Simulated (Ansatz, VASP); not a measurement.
One calculation of BN, two programs

INCAR

```
SYSTEM = BN
ALGO     = Normal         ! electronic algorithm
EDIFF    = 1E-7           ! SCF threshold, eV
ENCUT    = 520            ! plane-wave cutoff, eV
GGA      = PE             ! functional
ISIF     = 2              ! what is computed and relaxed
ISMEAR   = 0              ! smearing method
LASPH    = .TRUE.         ! aspherical terms in the spheres
LCHARG   = .FALSE.        ! write CHGCAR
LREAL    = .FALSE.        ! projectors in reciprocal space
LWAVE    = .FALSE.        ! write WAVECAR
NBANDS   = 11             ! bands
NELM     = 100            ! most SCF steps
PREC     = Accurate       ! precision mode
SIGMA    = 0.05           ! smearing width, eV
```

Contents of KPOINTS:

```
k-points
0
G
  12 12 12
  0 0 0
```

The input POSCAR:

```
BN
1.0
    0.0000000000      1.6957825830      1.9615761515
    1.9615761515      0.0000000000      1.9615761515
    1.9615761515      1.6957825830      0.0000000000
B N
1 1
Direct
    0.0000000000      0.0000000000      0.0000000000
    0.7500000000      0.7500000000      0.7500000000
```

Input for Ansatz:

```yaml
crystal:
  lattice:
    - [0.0, 1.695782583, 1.9615761515]
    - [1.9615761515, 0.0, 1.9615761515]
    - [1.9615761515, 1.695782583, 0.0]
  atoms:
    - { symbol: B, position: [0.0, 0.0, 0.0] }
    - { symbol: "N", position: [0.75, 0.75, 0.75] }
basis:
  ecutwfc: 520.0
kpoints:
  mp_grid: { grid: [12, 12, 12] }
hamiltonian:
  xc: pbe
scf:
  occupations: { method: gaussian, width: 0.05 }
output:
  forces: true
  stress: true
  eigenvalues: true
```

Alike in both runs: task single point; functional PBE; k mesh 12 × 12 × 12; occupations gaussian, width 0.05 eV; no spin polarisation.

```csv
,VASP,Ansatz
version,VASP 6.6.1,Ansatz 0.2.0
potentials or method,"VASP PAW PBE potentials, release 64 (B, N), cutoff 520 eV","scalar-relativistic, plane waves, PAW"
valence electrons in the cell,8,8
```

|  | VASP | Ansatz | Ansatz less VASP |
| --- | --- | --- | --- |
| gap on the k mesh at the Fermi level (eV) | 2.37 | 2.38 | +0.009 |
| least direct gap on the mesh (eV) | 7.14 | 7.15 | +0.009 |
